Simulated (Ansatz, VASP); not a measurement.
Two plane-wave programs on KF

```xyz
2
Lattice="3.1612 0.0000 0.0000 0.0000 3.1612 0.0000 0.0000 0.0000 3.2101" Properties=species:S:1:pos:R:3 pbc="T T T"
K     0.0000    0.0000    0.0000
F     1.5806    1.5806    1.6050
```

Change from the starting cell: strain -0.030 along x and y, -0.015 along z, atoms carried along.

Alike in both runs: task single point; functional LDA; k mesh 8 × 8 × 8; occupations gaussian, width 0.05 eV; no spin polarisation.

|  | VASP | Ansatz |
| --- | --- | --- |
| version | VASP 6.6.1 | Ansatz 0.2.0 |
| potentials or method | VASP PAW LDA potentials, release 64 (K_sv, F), cutoff 520 eV | scalar-relativistic, plane waves, PAW |
| valence electrons in the cell | 16 | 16 |

```csv
,VASP,Ansatz,Ansatz less VASP
gap on the k mesh at the Fermi level (eV),6.44,6.45,+0.016
least direct gap on the mesh (eV),6.47,6.49,+0.015
pressure (GPa),-3.6,-3.8,-0.18
"traceless stress, the component that is largest in VASP (GPa)",-0.92,-0.92,+0.001
```

LDA's correlation is that of Perdew and Zunger in VASP and of Perdew and Wang (1992) in Ansatz.
